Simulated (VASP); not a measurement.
Input of a VASP 6.6.1 run:

The input INCAR:

```
SYSTEM = W3O
PREC     = Accurate       ! precision mode
ENCUT    = 520            ! plane-wave cutoff, eV
EDIFF    = 1E-6           ! SCF threshold, eV
ISMEAR   = 0              ! smearing method
SIGMA    = 0.1            ! smearing width, eV
LREAL    = .FALSE.        ! projectors in reciprocal space
LASPH    = .TRUE.         ! aspherical terms in the spheres
NELM     = 200            ! most SCF steps
ALGO     = Normal         ! electronic algorithm
ISIF     = 2              ! what is computed and relaxed
LWAVE    = .FALSE.        ! write WAVECAR
LCHARG   = .FALSE.        ! write CHGCAR
ISPIN    = 2              ! spin polarisation
MAGMOM   = 0 0 0 2        ! initial moments
LORBIT   = 11             ! projections on sites
LMAXMIX  = 4              ! l up to which the mixer works
LDIPOL   = .TRUE.       
IDIPOL   = 3            
DIPOL    = 0.5 0.5 0.336
NBANDS   = 36             ! bands
GGA_COMPAT= .FALSE.      
NELMDL   = -8
```

File KPOINTS:

```
Automatic mesh
0
G
  9 9 1
  0 0 0
```

The input POSCAR:

```
W3O
1.0
    2.8093052380      0.0000000000      0.0000000000
    0.0000000000      2.8093052380      0.0000000000
    0.0000000000      0.0000000000     20.8572597453
W O
3 1
Direct
    0.5000000000      0.5000000000      0.1917797471
    0.0000000000      0.0000000000      0.2842447870
    0.5000000000      0.5000000000      0.3767158218
    1.0000000000      1.0000000000      0.4932220182
```

Potentials or basis: VASP PAW LDA potentials, release 64 (W_sv, O).

The run is started by

```sh
$ cat potpaw_LDA.64/W_sv/POTCAR potpaw_LDA.64/O/POTCAR > POTCAR
$ mpirun -np 1 vasp_std > vasp.out
```

(1) What does it give for the site moments?

(2) Estimate the largest force.

(3) Predict the net moment.

Results:

(1) W -0.03, -0.01, -0.10; O +1.14 μB.

(2) 2.523 eV/Å.

(3) 1.16 μB per cell.
